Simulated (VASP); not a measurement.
A run of VASP 6.6.1 is set up as follows.

Contents of INCAR:

```
PREC     = Accurate       # precision mode
ENCUT    = 520            # plane-wave cutoff, eV
EDIFF    = 1E-7           # SCF threshold, eV
ISMEAR   = 0              # smearing method
SIGMA    = 0.1            # smearing width, eV
LREAL    = F              # projectors in reciprocal space
LASPH    = T              # aspherical terms in the spheres
NELM     = 80             # most SCF steps
ALGO     = Normal         # electronic algorithm
ISIF     = 2              # what is computed and relaxed
LWAVE    = F              # write WAVECAR
LCHARG   = T              # write CHGCAR
GGA      = PE             # functional
LELF     = T              # ELF
LVHAR    = T            
NBANDS   = 24             # bands
```

File KPOINTS:

```
regular mesh
0
Gamma
  6 6 4
```

The input POSCAR:

```
TeS2F2
1.0
    4.2262282800      0.0000000000      0.0000000000
   -2.1131141400      3.6600210500      0.0000000000
    0.0000000000      0.0000000000      7.2569105300
Te S F
1 2 2
Direct
    0.0000000000      0.0000000000      0.0000000000
    0.3333333300      0.6666666700      0.0000000000
    0.6666666700      0.3333333300      0.0000000000
    0.3333333300      0.6666666700      0.5000000000
    0.6666666700      0.3333333300      0.5000000000
```

Potentials or basis: VASP PAW PBE potentials, release 64 (Te, S, F).

Command:

```console
$ cat potpaw_PBE.64/Te/POTCAR potpaw_PBE.64/S/POTCAR potpaw_PBE.64/F/POTCAR > POTCAR
$ mpirun -np 1 vasp_std > vasp.out
```

(1) Estimate the pressure.

(2) What does it give for the band gap on the k mesh?

## Answers

(1) 17.2 GPa.

(2) zero (band 16 reaches 0.87 eV, above the bottom of band 17 at 0.73 eV).

Caveat: spin-orbit coupling is left out, which moves the levels of the heavy elements; this functional lacks dispersion, which binds the layers, so the pressure and a relaxed spacing across them are unreliable.
